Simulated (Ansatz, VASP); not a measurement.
Two plane-wave programs on SrTiO3

The input INCAR:

```
  PREC = Accurate
  ENCUT = 520
  EDIFF = 1E-6
  ISMEAR = 0
  SIGMA = 0.02
  LREAL = Auto
  LASPH = True
  NELM = 100
  ALGO = Normal
  ISIF = 2
  LWAVE = False
  LCHARG = False
  GGA = PS
  NBANDS = 163
```

The input KPOINTS:

```
regular mesh
0
Gamma
  3 3 3
```

The input POSCAR:

```
SrTiO3
1.0
   -3.8911418682      3.8911418682     -3.8911418682
    7.7822837364      3.8911418682      0.0000000000
    0.0000000000     -7.7822837364     -3.8911418682
Sr Ti O
7 7 21
Direct
    0.8571428571      0.4285714286      0.1428571429
    0.1428571429      0.5714285714      0.8571428571
    0.5714285714      0.2857142857      0.4285714286
    0.4285714286      0.7142857143      0.5714285714
    0.7142857143      0.8571428571      0.2857142857
    0.0000000000      0.0000000000      0.0000000000
    0.2857142857      0.1428571429      0.7142857143
    0.0714285714      0.2857142857      0.4285714286
    0.3571428571      0.4285714286      0.1428571429
    0.7857142857      0.1428571429      0.7142857143
    0.6428571429      0.5714285714      0.8571428571
    0.9285714286      0.7142857143      0.5714285714
    0.2142857143      0.8571428571      0.2857142857
    0.5000000000      0.0000000000      0.0000000000
    0.2142857143      0.3571428571      0.2857142857
    0.5000000000      0.5000000000      0.0000000000
    0.9285714286      0.2142857143      0.5714285714
    0.7857142857      0.6428571429      0.7142857143
    0.0714285714      0.7857142857      0.4285714286
    0.3571428571      0.9285714286      0.1428571429
    0.6428571429      0.0714285714      0.8571428571
    0.3571428571      0.4285714286      0.6428571429
    0.6428571429      0.5714285714      0.3571428571
    0.0714285714      0.2857142857      0.9285714286
    0.9285714286      0.7142857143      0.0714285714
    0.2142857143      0.8571428571      0.7857142857
    0.5000000000      0.0000000000      0.5000000000
    0.7857142857      0.1428571429      0.2142857143
    0.1428571429      0.0714285714      0.3571428571
    0.4285714286      0.2142857143      0.0714285714
    0.8571428571      0.9285714286      0.6428571429
    0.7142857143      0.3571428571      0.7857142857
    0.0000000000      0.5000000000      0.5000000000
    0.2857142857      0.6428571429      0.2142857143
    0.5714285714      0.7857142857      0.9285714286
```

Input for Ansatz:

```yaml
crystal:
  lattice:
    - [-3.8911418682, 3.8911418682, -3.8911418682]
    - [7.7822837364, 3.8911418682, 0.0]
    - [0.0, -7.7822837364, -3.8911418682]
  atoms:
    - { symbol: Sr, position: [0.8571428571, 0.4285714286, 0.1428571429] }
    - { symbol: Sr, position: [0.1428571429, 0.5714285714, 0.8571428571] }
    - { symbol: Sr, position: [0.5714285714, 0.2857142857, 0.4285714286] }
    - { symbol: Sr, position: [0.4285714286, 0.7142857143, 0.5714285714] }
    - { symbol: Sr, position: [0.7142857143, 0.8571428571, 0.2857142857] }
    - { symbol: Sr, position: [0.0, 0.0, 0.0] }
    - { symbol: Sr, position: [0.2857142857, 0.1428571429, 0.7142857143] }
    - { symbol: Ti, position: [0.0714285714, 0.2857142857, 0.4285714286] }
    - { symbol: Ti, position: [0.3571428571, 0.4285714286, 0.1428571429] }
    - { symbol: Ti, position: [0.7857142857, 0.1428571429, 0.7142857143] }
    - { symbol: Ti, position: [0.6428571429, 0.5714285714, 0.8571428571] }
    - { symbol: Ti, position: [0.9285714286, 0.7142857143, 0.5714285714] }
    - { symbol: Ti, position: [0.2142857143, 0.8571428571, 0.2857142857] }
    - { symbol: Ti, position: [0.5, 0.0, 0.0] }
    - { symbol: O, position: [0.2142857143, 0.3571428571, 0.2857142857] }
    - { symbol: O, position: [0.5, 0.5, 0.0] }
    - { symbol: O, position: [0.9285714286, 0.2142857143, 0.5714285714] }
    - { symbol: O, position: [0.7857142857, 0.6428571429, 0.7142857143] }
    - { symbol: O, position: [0.0714285714, 0.7857142857, 0.4285714286] }
    - { symbol: O, position: [0.3571428571, 0.9285714286, 0.1428571429] }
    - { symbol: O, position: [0.6428571429, 0.0714285714, 0.8571428571] }
    - { symbol: O, position: [0.3571428571, 0.4285714286, 0.6428571429] }
    - { symbol: O, position: [0.6428571429, 0.5714285714, 0.3571428571] }
    - { symbol: O, position: [0.0714285714, 0.2857142857, 0.9285714286] }
    - { symbol: O, position: [0.9285714286, 0.7142857143, 0.0714285714] }
    - { symbol: O, position: [0.2142857143, 0.8571428571, 0.7857142857] }
    - { symbol: O, position: [0.5, 0.0, 0.5] }
    - { symbol: O, position: [0.7857142857, 0.1428571429, 0.2142857143] }
    - { symbol: O, position: [0.1428571429, 0.0714285714, 0.3571428571] }
    - { symbol: O, position: [0.4285714286, 0.2142857143, 0.0714285714] }
    - { symbol: O, position: [0.8571428571, 0.9285714286, 0.6428571429] }
    - { symbol: O, position: [0.7142857143, 0.3571428571, 0.7857142857] }
    - { symbol: O, position: [0.0, 0.5, 0.5] }
    - { symbol: O, position: [0.2857142857, 0.6428571429, 0.2142857143] }
    - { symbol: O, position: [0.5714285714, 0.7857142857, 0.9285714286] }
basis:
  ecutwfc: 420
  xc_grid: 2
kpoints:
  mp_grid: { grid: [3, 3, 3], shift: [0.0, 0.0, 0.0] }
hamiltonian:
  xc: pbesol
scf:
  occupations: { method: gaussian, width: 0.02 }
output:
  forces: true
  stress: true
  eigenvalues: true
  write_density: true
  write_potential: true
  elf: true
  volumetric_format: npy
```

Alike in both runs: task single point; functional PBEsol; k mesh 3 × 3 × 3; occupations gaussian, width 0.02 eV; no spin polarisation.

```csv
,VASP,Ansatz
version,VASP 6.6.1,Ansatz 0.2.0
potentials or method,"VASP PAW PBE potentials, release 64 (Sr_sv, Ti_sv, O), cutoff 520 eV","scalar-relativistic, plane waves, PAW"
valence electrons in the cell,280,280
```

|  | VASP | Ansatz | Ansatz less VASP |
| --- | --- | --- | --- |
| gap on the k mesh at the Fermi level (eV) | 1.88 | 1.91 | +0.032 |
| least direct gap on the mesh (eV) | 2.04 | 2.07 | +0.027 |
| pressure (GPa) | 0.7 | 0.0 | -0.68 |

VASP's potentials were made for PBE, not for PBEsol.
